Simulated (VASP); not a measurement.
# HgTe (I-4m2) in VASP: further runs

HgTe is run at these levels: HSE06, PBE; tasks: single point.

Program: VASP 6.6.1. These are calculated values, not measurements. Logs are shortened: lines on timing, memory, paths and dates and some standing lists are left out, and cuts for length are marked.

## Step 1: The cell of the first run

Symmetry: I-4m2, No. 119, tetragonal system. Conventional cell: a = 4.512 Å, b = 4.512 Å, c = 6.839 Å, α = 90.00°, β = 90.00°, γ = 90.00°. Hg (site symmetry -4m2) has 4 Te at 2.83 Å within 3.7 Å. Te (site symmetry -4m2) has 4 Hg at 2.83 Å within 3.7 Å.

## Step 2: Single point, HSE06 (epitaxial xy strain -3.0%)

POSCAR

```
HgTe
1.0
    0.0000000000      3.1904831497      3.4196598652
    3.1904831497      0.0000000000      3.4196598652
    3.1904831497      3.1904831497      0.0000000000
Hg Te
1 1
Direct
    0.0000000000      0.0000000000      0.0000000000
    0.2500000000      0.2500000000      0.2500000000
```

INCAR.step1

```
ALGO = Normal ; EDIFF = 1E-5
ENCUT = 520 ; GGA = PE
ISIF = 2 ; ISMEAR = -1
LASPH = True ; LREAL = False
LWAVE = True ; NBANDS = 16
NELM = 60 ; PREC = Accurate
SIGMA = 0.02
```

INCAR.step2

```
ALGO = Normal ; EDIFF = 1E-6
ENCUT = 520 ; GGA = PE
HFSCREEN = 0.2079 ; ISIF = 2
ISMEAR = -1 ; ISTART = 1
LASPH = True ; LCHARG = True
LELF = True ; LHFCALC = True
LREAL = False ; LVHAR = True
LWAVE = False ; NBANDS = 16
NELM = 60 ; PREC = Accurate
PRECFOCK = Normal ; SIGMA = 0.02
```

KPOINTS

```
k-points
0
Gamma
  4 4 4
```

Potentials or basis: VASP PAW PBE potentials, release 64 (Hg, Te).

Run with:

```bash
$ cat potpaw_PBE.64/Hg/POTCAR potpaw_PBE.64/Te/POTCAR > POTCAR
$ cp INCAR.step1 INCAR
$ mpirun -np 1 vasp_std > vasp.out
$ cp INCAR.step2 INCAR
$ mpirun -np 1 vasp_std > vasp.out
```

OUTCAR:

```text
EDIFF = 1E-6
   ENCUT = 520
   GGA = PE
   HFSCREEN = 0.2079
   ISIF = 2
   ISMEAR = -1
   ISTART = 1
   LASPH = True
   LHFCALC = True
   LREAL = False
   NELM = 60
   PREC = Accurate
   PRECFOCK = Normal

 ion  position               nearest neighbor table
   1  0.000  0.000  0.000-   2 2.83   2 2.83   2 2.83   2 2.83
   2  0.250  0.250  0.250-   1 2.83   1 2.83   1 2.83   1 2.83

  LATTYP: Found a body centered tetragonal cell.
 ALAT       =     4.5120245408
 C/A-ratio  =     1.5157984334

  Lattice vectors:

 A1 = (  -3.1904831497,   0.0000000000,   3.4196598652)
 A2 = (   3.1904831497,   0.0000000000,   3.4196598652)
 A3 = (   0.0000000000,   3.1904831497,  -3.4196598652)

Analysis of symmetry for initial positions (statically):
=====================================================================
 Subroutine PRICEL returns:
 Original cell was already a primitive cell.

 Routine SETGRP: Setting up the symmetry group for a
 body centered tetragonal supercell.

 Subroutine GETGRP returns: Found  8 space group operations
 (whereof  8 operations were pure point group operations)
 out of a pool of 16 trial point group operations.

The static configuration has the point symmetry D_2d.

Analysis of symmetry for dynamics (positions and initial velocities):
=====================================================================
 Subroutine PRICEL returns:
 Original cell was already a primitive cell.

 Routine SETGRP: Setting up the symmetry group for a
 body centered tetragonal supercell.

 Subroutine GETGRP returns: Found  8 space group operations
 (whereof  8 operations were pure point group operations)
 out of a pool of 16 trial point group operations.

The dynamic configuration has the point symmetry D_2d.

 Subroutine INISYM returns: Found  8 space group operations
 (whereof  8 operations are pure point group operations),
 and found     1 'primitive' translations

----------------------------------------------------------------------------------------

                                     Primitive cell

  volume of cell :      69.6187

  direct lattice vectors                    reciprocal lattice vectors
     0.000000000  3.190483150  3.419659865    -0.156716076  0.156716076  0.146213372
[... 77 lines left out ...]
   NSW    =      0    number of steps for IOM
   IBRION =     -1    ionic relax: 0-MD 1-quasi-New 2-CG
   NFREE  =      0    steps in history (QN), initial steepest desc. (CG)
   ISIF   =      2    stress and relaxation
   ISYM   =      3    0-nonsym 1-usesym 2-fastsym
   POTIM  = 0.5000    time-step for ionic-motion
   TEBEG  =    0.0;   TEEND  =   0.0 temperature during run
   PSTRESS=    0.0 pullay stress
   NELECT =      18.0000    total number of electrons
   NUPDOWN=      -1.0000    fix difference up-down
   EMIN   =  10.00;   EMAX   =-10.00  energy-range for DOS
   EFERMI =   0.00;   METHOD = LEGACY
   ISMEAR =    -1;   SIGMA  =   0.02  broadening in eV -4-tet -1-fermi 0-gaus
   EFERMI_NEDOS =   21; number of points for ismear=-14 and -15
   IALGO  =     38    algorithm
   IMIX   =      1    mixing-type and parameters
     AMIX     =   0.40;   BMIX     =  1.00
     AMIX_MAG =   1.60;   BMIX_MAG =  1.00
  volume/ion in A,a.u.               =      34.81       234.91
  Fermi-wavevector in a.u.,A,eV,Ry     =   1.042935  1.970861 14.799227  1.087713
  Thomas-Fermi vector in A             =   2.177622
   LORBIT       =      0    0 simple, 1 ext, 2 COOP (PROOUT), +10 PAW based schemes
   GGA     = PE    functional components
   LHFCALC =     T    Hartree Fock is set to
   PRECFOCK=normal    Normal, Fast or Accurate (Low or Medium for compatibility)
   ENCUT4O =  -1.0   cutoff for four orbital integrals eV
   NKREDX  =     1    reduce k-point grid by
   NKREDY  =     1    reduce k-point grid by
   NKREDZ  =     1    reduce k-point grid by
   AEXX    =    0.2500 exact exchange contribution
   HFSCREEN=    0.2079 screening length (either q_TF or 0.3 A-1)
   HFSCREENC=   0.2079 screening length for correlation (either q_TF or 0.3 A-1)
   ENCUTFOCK=  -1.0 apply spherical cutoff to Coloumb kernel
   IVDW    =     0    specifies the selected vdW correction
   LEPSILON=     F    determine dielectric tensor
   LRPA    =     F    only Hartree local field effects (RPA)
 non-spin polarized calculation
  energy-cutoff  :      520.00
  volume of cell :       69.62
 maximum number of plane-waves:      1897
 NGX is ok and might be reduce to    36
  NGX = 28; NGY = 28; NGZ = 28

 number of electron      18.0000003 magnetization

 Free energy of the ion-electron system (eV)
  ---------------------------------------------------
  ext. energy  EPLUGINS =         0.00000000
  ---------------------------------------------------
  free energy    TOTEN  =        -4.65210627 eV

  energy without entropy =       -4.65123983  energy(sigma->0) =       -4.65167305

 E-fermi :   2.4238     XC(G=0):  -7.1807

 val. band max:        2.4238371153   @ k =   0.0000   0.0000   0.0000
 cond. band min:       2.4238414548   @ k =   0.0000   0.0000   0.0000
 fundamental gap:      0.0000043396
 Fermi energy:         2.4238393000

 k-point     1 :       0.0000    0.0000    0.0000
  band No.  band energies     occupation
      1     -10.4510      2.00000
      2      -5.9565      2.00000
      3      -5.9387      2.00000
      4      -5.9387      2.00000
      5      -5.4725      2.00000
      6      -5.4344      2.00000
[... 224 lines left out ...]
      3      -5.6866      2.00000
      4      -5.5025      2.00000
      5      -5.4921      2.00000
      6      -4.7899      2.00000
[... 8 lines left out ...]
     15      14.6786      0.00000
     16      14.8921      0.00000

------------------------ aborting loop because EDIFF is reached ----------------------------------------

  FORCE on cell =-STRESS in cart. coord.  units (eV):
  Direction    XX          YY          ZZ          XY          YZ          ZX
  --------------------------------------------------------------------------------------
  -------------------------------------------------------------------------------------
  Total        0.5838103      0.5838103      0.0494815      0.0000000     -0.0000000      0.0000000
  in kB       13.4355836     13.4355836      1.1387479      0.0000000     -0.0000000      0.0000000
  external PRESSURE =       9.3366383 kB  Pullay stress =       0.0000000 kB

 VOLUME and BASIS-vectors are now :
 -----------------------------------------------------------------------------
  energy-cutoff  :      520.00
  volume of cell :       69.62
      direct lattice vectors                 reciprocal lattice vectors
     0.000000000  3.190483150  3.419659865    -0.156716076  0.156716076  0.146213372
     3.190483150  0.000000000  3.419659865     0.156716076 -0.156716076  0.146213372
     3.190483150  3.190483150  0.000000000     0.156716076  0.156716076 -0.146213372

 POSITION                                       TOTAL-FORCE (eV/Angst)
 -----------------------------------------------------------------------------------
      0.00000      0.00000      0.00000         0.000000      0.000000      0.000000
      1.59524      1.59524      1.70983         0.000000      0.000000     -0.000000
 -----------------------------------------------------------------------------------
    total drift:                                0.000000      0.000000     -0.000013

  FREE ENERGIE OF THE ION-ELECTRON SYSTEM (eV)
  ---------------------------------------------------
  free  energy   TOTEN  =        -4.6521062701 eV

  energy  without entropy=       -4.6512398323  energy(sigma->0) =       -4.65167305
```

Run time: 15 min. Hardware: 1 thread of Intel Xeon Platinum 8375C at 2.90GHz (Ice Lake), shared host; peak memory 0.32 GiB.

What came out:

```yaml
Free_energy: -4.6521 eV
Pressure: 0.9 GPa
Band_gap_on_the_k_mesh: zero (filled and empty bands touch)
```

Levels at points of the mesh, in eV from the Fermi level:
```tsv
k point	band 6	band 7	band 8	band 9	band 10	band 11	band 12	band 13
(0.00, 0.00, 0.00)	-7.86	-0.31	-0.31	0.00	0.00	4.98	4.98	4.99
(0.50, 0.00, 0.00)	-7.53	-5.75	-1.28	-0.93	1.23	5.61	5.97	7.64
(0.50, 0.50, 0.00)	-7.47	-5.99	-2.21	-2.21	2.86	3.27	8.71	9.78
(0.50, 0.00, 0.50)	-7.34	-5.63	-2.58	-2.41	2.33	2.97	9.14	9.48
```

Caveat: the k points lie up to 0.42 Å⁻¹ apart; the cell differs from its parent crystal (epitaxial xy strain -3.0%); the PAW data sets were made with another functional, which shifts forces and pressure a little; spin-orbit coupling is left out, which moves the levels of the heavy elements.

## Step 3: Single point, PBE (epitaxial xy strain -4.0%)

INCAR

```
SYSTEM = HgTe
PREC = Accurate ; ENCUT = 520
EDIFF = 1E-6 ; ISMEAR = -1
SIGMA = 0.02 ; LREAL = .FALSE.
LASPH = .TRUE. ; NELM = 100
ALGO = Normal ; ISIF = 2
LWAVE = .FALSE. ; LCHARG = .TRUE.
GGA = PE ; LELF = .TRUE.
LVHAR = .TRUE. ; NBANDS = 16
```

KPOINTS

```
regular mesh
0
G
  6 6 6
  0 0 0
```

POSCAR

```
HgTe
1.0
    0.0000000000      3.1575915708      3.4654980869
    3.1575915708      0.0000000000      3.4654980869
    3.1575915708      3.1575915708      0.0000000000
Hg Te
1 1
Direct
    0.0000000000      0.0000000000      0.0000000000
    0.2500000000      0.2500000000      0.2500000000
```

Potentials or basis: VASP PAW PBE potentials, release 64 (Hg, Te).

Run with:

```bash
$ cat potpaw_PBE.64/Hg/POTCAR potpaw_PBE.64/Te/POTCAR > POTCAR
$ mpirun -np 1 vasp_std > vasp.out
```

Run time: 22 s. Hardware: 1 thread of Intel Xeon Platinum 8559C (Emerald Rapids), shared host; peak memory 0.21 GiB.

Results (log left out):

| Property | Result |
| --- | --- |
| Free energy | -3.5868 eV |
| Pressure | 2.5 GPa |
| Band gap on the k mesh | zero (filled and empty bands touch) |

Stress tensor (GPa, compression positive):
```
2.98 0.00 0.00
0.00 2.98 0.00
0.00 0.00 1.51
```

Levels at points of the mesh, in eV from the Fermi level:
```csv
k point,band 6,band 7,band 8,band 9,band 10,band 11,band 12,band 13
"(0.00, 0.00, 0.00)",-6.79,-0.92,-0.37,0.00,0.00,4.21,4.21,4.23
"(0.50, 0.00, 0.00)",-6.52,-5.41,-1.26,-0.82,0.54,4.78,5.22,6.80
"(0.50, 0.50, 0.00)",-6.50,-5.68,-2.01,-2.01,2.24,2.73,7.61,8.64
"(0.50, 0.00, 0.50)",-6.34,-5.24,-2.48,-2.27,1.59,2.32,8.15,8.25
```

Caveat: the cell differs from its parent crystal (epitaxial xy strain -4.0%); semilocal functionals underestimate gaps, so a narrow gap can read as zero; spin-orbit coupling is left out, which moves the levels of the heavy elements.

## Step 4: Single point, PBE (epitaxial xy strain -3.0%)

INCAR

```
  PREC = Accurate
  ENCUT = 520
  EDIFF = 1E-6
  ISMEAR = -1
  SIGMA = 0.02
  LREAL = F
  LASPH = T
  NELM = 60
  ALGO = Normal
  ISIF = 2
  LWAVE = F
  LCHARG = F
  GGA = PE
  NBANDS = 16
```

KPOINTS

```
Automatic mesh
0
Gamma
  6 6 6
```

POSCAR

```
HgTe
1.0
    0.0000000000      3.1904831497      3.4196598652
    3.1904831497      0.0000000000      3.4196598652
    3.1904831497      3.1904831497      0.0000000000
Hg Te
1 1
Direct
    0.0000000000      0.0000000000      0.0000000000
    0.2500000000      0.2500000000      0.2500000000
```

Run with:

```bash
$ cat potpaw_PBE.64/Hg/POTCAR potpaw_PBE.64/Te/POTCAR > POTCAR
$ mpirun -np 1 vasp_std > vasp.out
```

It took 20 s on 1 thread of Intel Xeon Platinum 8559C (Emerald Rapids), shared host; peak memory 0.21 GiB.

Results (log left out):

| Item | Value |
| --- | --- |
| Free energy | -3.6031 eV |
| Pressure | 2.2 GPa |
| Band gap on the k mesh | zero (filled and empty bands touch) |

Stress tensor (GPa, compression positive):
```
2.56 0.00 0.00
0.00 2.56 0.00
0.00 0.00 1.51
```

Levels at points of the mesh, in eV from the Fermi level:
```tsv
k point	band 7	band 8	band 9	band 10	band 11	band 12
(0.00, 0.00, 0.00)	-0.90	-0.26	0.00	0.00	4.23	4.23
(0.50, 0.00, 0.00)	-5.35	-1.16	-0.84	0.60	4.85	5.18
(0.50, 0.50, 0.00)	-5.55	-2.03	-2.03	2.15	2.70	7.73
(0.50, 0.00, 0.50)	-5.22	-2.37	-2.22	1.67	2.40	8.14
```

Caveat: the cell differs from its parent crystal (epitaxial xy strain -3.0%); semilocal functionals underestimate gaps, so a narrow gap can read as zero; spin-orbit coupling is left out, which moves the levels of the heavy elements.

## Step 5: Single point, PBE (epitaxial xy strain +2.0%)

INCAR, as its differences from that of step 4:

```diff
@@ -7,3 +7,3 @@
   LASPH = T
-  NELM = 60
+  NELM = 100
   ALGO = Normal
```

KPOINTS

```
regular mesh
0
Gamma
  6 6 6
```

POSCAR

```
HgTe
1.0
    0.0000000000      3.3549410440      3.1897659873
    3.3549410440      0.0000000000      3.1897659873
    3.3549410440      3.3549410440      0.0000000000
Hg Te
1 1
Direct
    0.0000000000      0.0000000000      0.0000000000
    0.2500000000      0.2500000000      0.2500000000
```

Run with:

```bash
$ cat potpaw_PBE.64/Hg/POTCAR potpaw_PBE.64/Te/POTCAR > POTCAR
$ mpirun -np 1 vasp_std > vasp.out
```

It took 19 s on 1 thread of Intel Xeon Platinum 8559C (Emerald Rapids), shared host; peak memory 0.21 GiB.

Results (log left out):

```
Free energy            : -3.6308 eV
Pressure               : 0.9 GPa
Band gap on the k mesh : 0.14 eV
```

Stress tensor (GPa, compression positive):
```
0.73 0.00 0.00
0.00 0.73 0.00
0.00 0.00 1.35
```

Levels at points of the mesh, in eV from the valence-band top:
```csv
k point,band 7,band 8,band 9,band 10,band 11,band 12
"(0.00, 0.00, 0.00)",-0.83,0.00,0.00,0.14,4.39,4.41
"(0.50, 0.00, 0.00)",-5.04,-0.92,-0.71,0.74,5.02,5.28
"(0.50, 0.50, 0.00)",-4.90,-2.09,-2.09,1.74,2.58,8.25
"(0.50, 0.00, 0.50)",-5.12,-1.95,-1.84,2.08,2.76,7.94
```

Caveat: the cell differs from its parent crystal (epitaxial xy strain +2.0%); spin-orbit coupling is left out, which moves the levels of the heavy elements.

## Step 6: Single point, PBE (epitaxial xy strain +3.0%)

INCAR

```
SYSTEM = HgTe
PREC = Accurate
ENCUT = 520
EDIFF = 1E-6
ISMEAR = -1
SIGMA = 0.02
LREAL = .False.
LASPH = .True.
NELM = 60
ALGO = Normal
ISIF = 2
LWAVE = .False.
LCHARG = .False.
GGA = PE
NBANDS = 16
```

KPOINTS

```
Automatic mesh
0
Gamma
  6 6 6
  0 0 0
```

POSCAR

```
HgTe
1.0
    0.0000000000      3.3878326229      3.1407052053
    3.3878326229      0.0000000000      3.1407052053
    3.3878326229      3.3878326229      0.0000000000
Hg Te
1 1
Direct
    0.0000000000      0.0000000000      0.0000000000
    0.2500000000      0.2500000000      0.2500000000
```

Potentials or basis: VASP PAW PBE potentials, release 64 (Hg, Te).

Run with:

```bash
$ cat potpaw_PBE.64/Hg/POTCAR potpaw_PBE.64/Te/POTCAR > POTCAR
$ mpirun -np 1 vasp_std > vasp.out
```

OUTCAR:

```text
SYSTEM = HgTe
   PREC = Accurate
   ENCUT = 520
   EDIFF = 1E-6
   ISMEAR = -1
   LREAL = .False.
   LASPH = .True.
   NELM = 60
   ISIF = 2
   GGA = PE

 ion  position               nearest neighbor table
   1  0.000  0.000  0.000-   2 2.86   2 2.86   2 2.86   2 2.86
   2  0.250  0.250  0.250-   1 2.86   1 2.86   1 2.86   1 2.86

  LATTYP: Found a body centered tetragonal cell.
 ALAT       =     4.7911188424
 C/A-ratio  =     1.3110529330

  Lattice vectors:

[... 640 lines left out ...]

 [... further k-points ...]

------------------------ aborting loop because EDIFF is reached ----------------------------------------

  FORCE on cell =-STRESS in cart. coord.  units (eV):
  Direction    XX          YY          ZZ          XY          YZ          ZX
  --------------------------------------------------------------------------------------
  -------------------------------------------------------------------------------------
  Total        0.1997901      0.1997901      0.6076116      0.0000000      0.0000000      0.0000000
  in kB        4.4400046      4.4400046     13.5031643      0.0000000      0.0000000      0.0000000
  external PRESSURE =       7.4610578 kB  Pullay stress =       0.0000000 kB

 VOLUME and BASIS-vectors are now :
 -----------------------------------------------------------------------------
  energy-cutoff  :      520.00
  volume of cell :       72.09
      direct lattice vectors                 reciprocal lattice vectors
     0.000000000  3.387832623  3.140705205    -0.147586984  0.147586984  0.159199914
     3.387832623  0.000000000  3.140705205     0.147586984 -0.147586984  0.159199914
     3.387832623  3.387832623  0.000000000     0.147586984  0.147586984 -0.159199914

 POSITION                                       TOTAL-FORCE (eV/Angst)
 -----------------------------------------------------------------------------------
      0.00000      0.00000      0.00000        -0.000000     -0.000000      0.000000
      1.69392      1.69392      1.57035         0.000000      0.000000      0.000000
 -----------------------------------------------------------------------------------
    total drift:                               -0.000000     -0.000000      0.000000

  FREE ENERGIE OF THE ION-ELECTRON SYSTEM (eV)
  ---------------------------------------------------
  free  energy   TOTEN  =        -3.6266442404 eV

  energy  without entropy=       -3.6266244891  energy(sigma->0) =       -3.62663436
```

It took 19 s on 1 thread of Intel Xeon Platinum 8559C (Emerald Rapids), shared host; peak memory 0.21 GiB.

Results:

* Free energy: -3.6266 eV
* Pressure: 0.7 GPa
* Band gap on the k mesh: 0.21 eV

Caveat: the cell differs from its parent crystal (epitaxial xy strain +3.0%); spin-orbit coupling is left out, which moves the levels of the heavy elements.

## Step 7: The runs side by side

| level | cell | k mesh | grid for exact exchange (PRECFOCK) | share of exact exchange | screening parameter | gap on the mesh (eV) | pressure (GPa) |
| --- | --- | --- | --- | --- | --- | --- | --- |
| HSE06 | a = 4.677, b = 4.677, c = 4.512 Å, angles 61.2, 61.2, 57.7°, 2 atoms | 4 × 4 × 4 | Normal | 0.25 | 0.2079 1/Å | none | 0.9 |
| PBE | a = 4.688, b = 4.688, c = 4.466 Å, angles 61.6, 61.6, 56.9°, 2 atoms | 6 × 6 × 6 | - | - | - | none | 2.5 |
| PBE | a = 4.677, b = 4.677, c = 4.512 Å, angles 61.2, 61.2, 57.7°, 2 atoms | 6 × 6 × 6 | - | - | - | none | 2.2 |
| PBE | a = 4.629, b = 4.629, c = 4.745 Å, angles 59.2, 59.2, 61.7°, 2 atoms | 6 × 6 × 6 | - | - | - | 0.14 | 0.9 |
| PBE | a = 4.620, b = 4.620, c = 4.791 Å, angles 58.8, 58.8, 62.5°, 2 atoms | 6 × 6 × 6 | - | - | - | 0.21 | 0.7 |

Alike in all rows: task single point; potentials or basis VASP PAW PBE potentials, release 64 (Hg, Te); no spin polarisation; cutoff (eV) 520; smearing fermi-dirac 0.02 eV.

Caveats: some runs use coarse meshes; spin-orbit coupling is left out, which moves the levels of the heavy elements; semilocal functionals underestimate gaps, so a narrow gap can read as zero (at least some runs); the PAW data sets were made with another functional, which shifts forces and pressure a little (at least some runs).

Total energies depend on the potentials used, so only differences within one code and one set of settings carry meaning.
